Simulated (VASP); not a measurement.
**H2CS2: single point with PBE+D3(BJ)**

System: H2CS2.

```xyz
30
Lattice="9.2052 0.0000 0.0000 0.0000 9.2052 0.0000 0.0000 0.0000 9.2052" Properties=species:S:1:pos:R:3 pbc="T T T"
H     7.3410    7.3445    3.9703
H     7.2485    7.6830    4.6578
H     3.5602    5.2337    4.9634
H     3.5669    5.1562    4.2280
H     6.7243    5.6178    6.6009
H     6.7981    5.1901    5.9796
H     2.0439   -0.1253    5.9520
H     2.4699    0.2411    6.4226
H     5.2468    8.5112    7.0253
H     5.6407    7.9835    7.3661
H     7.5871    1.7905    6.5540
H     7.1815    1.8643    7.1357
S    10.3099    5.1074    2.7960
S     8.2092    4.1414    0.7166
S     3.2313    6.8487   -0.3337
S     3.8877    7.5422    2.6710
S     1.9445    1.5259    3.3038
S     2.1503    1.6259    0.1951
S     0.1709    7.1305    7.3426
S     0.6956    4.1783    6.4420
S     6.2496    2.8252    4.2533
S     4.7985    3.9146    1.7318
S     8.5882    7.7155    1.6922
S     6.5422    9.9119    0.8119
C     9.2184    4.6347    1.7772
C     3.5311    7.1857    1.1834
C     2.0277    1.5384    1.7527
C     0.4489    5.6748    6.8854
C     5.5063    3.3333    2.9883
C     7.5853    8.8580    1.2431
```

```
Program             : VASP 6.6.1
Task                : single point
Functional          : PBE
Dispersion          : D3(BJ)
Potentials or basis : VASP PAW PBE potentials, release 64 (H_h, S, C_h)
Cutoff              : 1000 eV
k mesh              : 1 × 1 × 1
Occupations         : fermi-dirac, width 0.05 eV
Spin                : no spin polarisation
```

- Pressure: -0.4 GPa
- Largest force: 1.726 eV/Å
- Dispersion energy per atom: -0.077 eV

Forces on the atoms (eV/Å):
```
H   -0.099  0.297  0.614
H    0.027 -0.295 -0.468
H   -0.009  0.002  0.478
H    0.042 -0.055 -0.353
H   -0.020 -0.126 -0.163
H   -0.071  0.108  0.196
H   -0.383 -0.322 -0.453
H    0.422  0.369  0.456
H   -0.131  0.240 -0.192
H    0.189 -0.204  0.116
H    0.856 -0.172 -1.146
H   -0.811  0.120  1.211
S   -0.358 -0.205 -0.153
S   -0.348 -0.153 -0.258
S    0.176  0.178  1.352
S   -0.227 -0.128 -0.829
S   -0.069 -0.102 -0.014
S   -0.080 -0.105  0.411
S   -0.041  0.012 -0.044
S   -0.120  0.998  0.282
S   -0.014 -0.124  0.006
S   -0.128 -0.028 -0.042
S   -0.709  1.171 -0.555
S   -0.214  0.413 -0.115
C    0.761  0.093  0.430
C    0.146  0.022 -0.495
C    0.107  0.155 -0.411
C    0.081 -1.033 -0.274
C    0.063  0.229 -0.048
C    0.964 -1.354  0.464
```

Stress tensor (GPa, compression positive):
```
-0.04  0.10 -0.16
 0.10 -0.38 -0.27
-0.16 -0.27 -0.65
```

Levels at points of the mesh, in eV from the Fermi level:
```csv
k point,band 51,band 52,band 53,band 54,band 55,band 56,band 57,band 58
"(0.00, 0.00, 0.00)",-1.44,-1.39,-1.30,-1.22,2.06,2.11,2.19,2.21
```

Wall time 4.4 min on 1 thread of Intel(R) Xeon(R) Platinum 8375C CPU @ 2.90GHz (Ice Lake), on a shared host, peak memory 1.5 GiB.

Caveat: the k points lie up to 0.68 Å⁻¹ apart.
